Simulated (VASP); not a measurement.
A run of VASP 6.6.1 is set up as follows.

The input INCAR:

```
SYSTEM = NaF
PREC = Accurate ; ENCUT = 520
EDIFF = 1E-7 ; ISMEAR = 0
SIGMA = 0.01 ; LREAL = .FALSE.
LASPH = .TRUE. ; NELM = 80
ALGO = Normal ; ISIF = 2
LWAVE = .FALSE. ; LCHARG = .TRUE.
GGA = PS ; LELF = .TRUE.
LVHAR = .TRUE. ; NBANDS = 14
```

KPOINTS

```
Automatic mesh
0
G
  10 10 10
  0 0 0
```

Contents of POSCAR:

```
NaF
1.0
    0.0000000000      2.3035226430      2.3035226430
    2.3035226430      0.0000000000      2.3035226430
    2.3035226430      2.3035226430      0.0000000000
Na F
1 1
Direct
    0.0000000000      0.0000000000      0.0000000000
    0.5000000000      0.5000000000      0.5000000000
```

Potentials or basis: VASP PAW PBE potentials, release 64 (Na_pv, F).

Command:

```sh
$ cat potpaw_PBE.64/Na_pv/POTCAR potpaw_PBE.64/F/POTCAR > POTCAR
$ mpirun -np 1 vasp_std > vasp.out
```

Task: Predict the pressure.

Result: 0.7 GPa.

Task: What does it give for the band gap on the k mesh?

Result: 6.25 eV.

Caveat: the PAW data sets were made with another functional, which shifts forces and pressure a little. As with any semilocal functional, this PBEsol gap is likely too small.
